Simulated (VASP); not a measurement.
Wanted: the native input for a VASP 6.6.1 run.

```
Task                   : single point
Functional             : r2SCAN
Potentials or basis    : VASP PAW PBE potentials, release 64 (Ba_sv, Zn, Sb, F)
Cutoff                 : 520 eV
k mesh                 : 8 × 8 × 4
Occupations            : fermi-dirac, width 0.1 eV
Spin                   : no spin polarisation
Dipole correction      : no
Further INCAR settings : ALGO = Normal; EDIFF = 1e-07; NBANDS = 44
```

Crystal: BaZnSbF.

```
CELL_PARAMETERS angstrom
4.35885 0.00000 0.00000
0.00000 4.35885 0.00000
0.00000 0.00000 9.57900
ATOMIC_POSITIONS crystal
Ba 0.00000 0.50000 0.34811
Ba 0.50000 0.00000 0.65189
Zn 0.50000 0.50000 0.00000
Zn 0.00000 0.00000 0.00000
Sb 0.50000 0.00000 0.16827
Sb 0.00000 0.50000 0.83173
F 0.50000 0.50000 0.50000
F 0.00000 0.00000 0.50000
```

These files were run (other wordings do the same):

POSCAR

```
BaZnSbF
1.0
    4.3588453100      0.0000000000      0.0000000000
    0.0000000000      4.3588453100      0.0000000000
    0.0000000000      0.0000000000      9.5789963000
Ba Zn Sb F
2 2 2 2
Direct
    0.0000000000      0.5000000000      0.3481077056
    0.5000000000      0.0000000000      0.6518922944
    0.5000000000      0.5000000000      0.0000000000
    0.0000000000      0.0000000000      0.0000000000
    0.5000000000      0.0000000000      0.1682712517
    0.0000000000      0.5000000000      0.8317287483
    0.5000000000      0.5000000000      0.5000000000
    0.0000000000      0.0000000000      0.5000000000
```

INCAR.step1

```
SYSTEM = BaZnSbF
ALGO = Normal
EDIFF = 1E-4
ENCUT = 520
GGA = PE
ISMEAR = -1
LASPH = .TRUE.
LCHARG = .FALSE.
LREAL = .FALSE.
LWAVE = .TRUE.
NBANDS = 44
NELM = 80
PREC = Accurate
SIGMA = 0.1
```

INCAR.step2

```
SYSTEM = BaZnSbF
ALGO = Normal
EDIFF = 1E-7
ENCUT = 520
ISIF = 2
ISMEAR = -1
ISTART = 1
LASPH = .TRUE.
LCHARG = .TRUE.
LELF = .TRUE.
LMIXTAU = .TRUE.
LREAL = .FALSE.
LVHAR = .TRUE.
LWAVE = .FALSE.
METAGGA = R2SCAN
NBANDS = 44
NELM = 80
PREC = Accurate
SIGMA = 0.1
```

KPOINTS

```
k-points
0
G
  8 8 4
  0 0 0
```

Potentials or basis: VASP PAW PBE potentials, release 64 (Ba_sv, Zn, Sb, F).

Command:

```bash
$ cat potpaw_PBE.64/Ba_sv/POTCAR potpaw_PBE.64/Zn/POTCAR potpaw_PBE.64/Sb/POTCAR potpaw_PBE.64/F/POTCAR > POTCAR
$ cp INCAR.step1 INCAR
$ mpirun -np 1 vasp_std > vasp.out
$ cp INCAR.step2 INCAR
$ mpirun -np 1 vasp_std > vasp.out
```

It gave:

```yaml
Pressure: 4.2 GPa
Largest_force: 0.118 eV/Å
Band_gap_on_the_k_mesh: zero (bands 34 and 35 overlap by 0.02 eV)
```

Caveat: the cell stands under pressure; semilocal functionals underestimate gaps, and a narrow one can read as zero; the PAW data sets were made with another functional, which shifts forces and pressure a little; spin-orbit coupling is left out, which moves the levels of the heavy elements.

Run time: 28 min on 1 thread of Intel Xeon 8259CL, on a shared host, peak memory 0.53 GiB.
